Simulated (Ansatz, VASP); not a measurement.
Two plane-wave programs on CO2

```
CELL_PARAMETERS angstrom
5.73808 0.00000 0.00000
0.00000 5.73808 0.00000
0.00000 0.00000 6.31935
ATOMIC_POSITIONS crystal
C 0.00000 0.00000 0.00000
C 0.50000 0.00000 0.50000
C 0.50000 0.50000 0.00000
C 0.00000 0.50000 0.50000
O 0.11148 0.11148 0.11148
O 0.38852 0.88852 0.61148
O 0.61148 0.38852 0.88852
O 0.88852 0.61148 0.38852
O 0.88852 0.88852 0.88852
O 0.61148 0.11148 0.38852
O 0.38852 0.61148 0.11148
O 0.11148 0.38852 0.61148
```

Alike in both runs: task single point; functional PBE; k mesh 4 × 4 × 4; occupations gaussian, width 0.05 eV; no spin polarisation.

```csv
,VASP,Ansatz
version,VASP 6.6.1,Ansatz 0.2.0
potentials or method,"VASP PAW PBE potentials, release 64 (C, O), cutoff 520 eV","scalar-relativistic, plane waves, PAW"
valence electrons in the cell,64,64
```

```tsv
	VASP	Ansatz	Ansatz less VASP
gap on the k mesh at the Fermi level (eV)	6.75	6.77	+0.013
least direct gap on the mesh (eV)	6.75	6.77	+0.013
pressure (GPa)	7.7	6.1	-1.52
traceless stress, the component that is largest in VASP (GPa)	0.74	0.51	-0.225
rms of the force components (eV/Å)	1.547	1.191	-0.3562
```

Atom by atom the forces differ by 0.356 eV/Å (rms over components).

Noted on VASP's run: the standard files for N, O and F lose accuracy on very short bonds.
